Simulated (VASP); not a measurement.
## TeO: single point with PBE

TeO:

```
Te O
1.0
     1.56643   -4.27883    0.00000
     1.56643    4.27883    0.00000
     0.00000    0.00000    5.59830
Te O
2 2
Cartesian
  1.5664 3.5096 1.3996
  1.5664 -3.5096 4.1987
  1.5664 1.6304 1.3996
  1.5664 -1.6304 4.1987
```

The cell was generated, and may not be a known phase.

- Program: VASP 6.6.1
- Task: single point
- Functional: PBE
- Potentials or basis: VASP PAW PBE potentials, release 64 (Te, O)
- Cutoff: 600 eV
- k mesh: 6 × 6 × 4
- Occupations: gaussian, width 0.1 eV
- Spin: no spin polarisation
- Dipole correction: no
- Further INCAR settings: ALGO = Normal; EDIFF = 1e-06; NBANDS = 20

```json
{
 "Pressure": "0.0 GPa",
 "Largest force": "0.124 eV/Å",
 "Band gap on the k mesh": "zero (bands 12 and 13 overlap by 3.00 eV)"
}
```

Forces on the atoms (eV/Å):
```
Te   0.000  0.124  0.000
Te   0.000 -0.124  0.000
O    0.000 -0.107  0.000
O    0.000  0.107  0.000
```

Stress tensor (GPa, compression positive):
```
-0.28  0.00  0.00
 0.00  0.47  0.00
 0.00  0.00 -0.11
```

Levels at points of the mesh, in eV from the Fermi level:
```tsv
k point	band 9	band 10	band 11	band 12	band 13	band 14	band 15	band 16
(0.00, 0.00, 0.00)	-1.88	-1.55	-0.58	0.95	2.49	3.95	3.98	4.76
(0.50, 0.00, 0.00)	-3.76	-2.95	-1.27	-1.19	-1.09	2.53	4.14	4.85
(0.50, 0.50, 0.00)	-2.31	-1.81	-1.76	0.78	2.25	2.41	3.65	4.49
(0.00, 0.00, 0.50)	-1.75	-1.75	0.04	0.04	3.14	3.14	4.89	4.89
(0.50, 0.00, 0.50)	-2.38	-2.38	-1.24	-1.24	0.81	0.81	4.32	4.32
(0.50, 0.50, 0.50)	-2.10	-2.10	-0.86	-0.86	2.47	2.47	3.98	3.98
```

Run time: 35 s on 1 thread of Intel(R) Xeon(R) 6975P-C (Granite Rapids), on a shared host, peak memory 0.27 GiB.

Caveat: spin-orbit coupling is left out, which moves the levels of the heavy elements.
